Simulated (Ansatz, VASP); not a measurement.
One calculation of RbCaH3, two programs

INCAR

```
PREC = Accurate
ENCUT = 520
EDIFF = 1E-6
ISMEAR = 0
SIGMA = 0.05
LREAL = False
LASPH = True
NELM = 100
ALGO = Normal
ISIF = 2
LWAVE = False
LCHARG = True
GGA = CA
LELF = True
LVHAR = True
NBANDS = 19
```

The input KPOINTS:

```
regular mesh
0
Gamma
  6 6 6
```

File POSCAR:

```
RbCaH3
1.0
    4.5470000000      0.0000000000      0.0000000000
    0.0000000000      4.5470000000      0.1023075000
    0.0000000000      0.1023075000      4.5470000000
Rb Ca H
1 1 3
Direct
    0.0000000000      0.0000000000      0.0000000000
    0.5000000000      0.5000000000      0.5000000000
    0.0000000000      0.5000000000      0.5000000000
    0.5000000000      0.0000000000      0.5000000000
    0.5000000000      0.5000000000      0.0000000000
```

Input for Ansatz:

```yaml
crystal:
  lattice:
    - [4.547, 0.0, 0.0]
    - [0.0, 4.547, 0.1023075]
    - [0.0, 0.1023075, 4.547]
  atoms:
    - { symbol: Rb, position: [0.0, 0.0, 0.0] }
    - { symbol: Ca, position: [0.5, 0.5, 0.5] }
    - { symbol: H, position: [0.0, 0.5, 0.5] }
    - { symbol: H, position: [0.5, 0.0, 0.5] }
    - { symbol: H, position: [0.5, 0.5, 0.0] }
basis:
  ecutwfc: 420
kpoints:
  mp_grid: { grid: [6, 6, 6] }
hamiltonian:
  xc: lda
scf:
  occupations: { method: gaussian, width: 0.05 }
output:
  forces: true
  stress: true
  eigenvalues: true
```

Change from the starting cell: strain +0.0450 x Voigt [0, 0, 0, 1, 0, 0], atoms carried along.

Alike in both runs: task single point; functional LDA; k mesh 6 × 6 × 6; occupations gaussian, width 0.05 eV; no spin polarisation.

|  | VASP | Ansatz |
| --- | --- | --- |
| version | VASP 6.6.1 | Ansatz 0.2.0 |
| potentials or method | VASP PAW LDA potentials, release 64 (Rb_sv, Ca_sv, H), cutoff 520 eV | scalar-relativistic, plane waves, PAW |
| valence electrons in the cell | 22 | 22 |

Ansatz gave:

- gap on the k mesh at the Fermi level (eV): 2.82
- least direct gap on the mesh (eV): 2.82
- pressure (GPa): -2.4
- traceless stress, the component that is largest in VASP (GPa): -0.77

Question: What did VASP give for the same quantities?

Answer: gap on the k mesh at the Fermi level (eV): 2.81; least direct gap on the mesh (eV): 2.81; pressure (GPa): -2.4; traceless stress, the component that is largest in VASP (GPa): -0.77.

LDA's correlation is that of Perdew and Zunger in VASP and of Perdew and Wang (1992) in Ansatz.
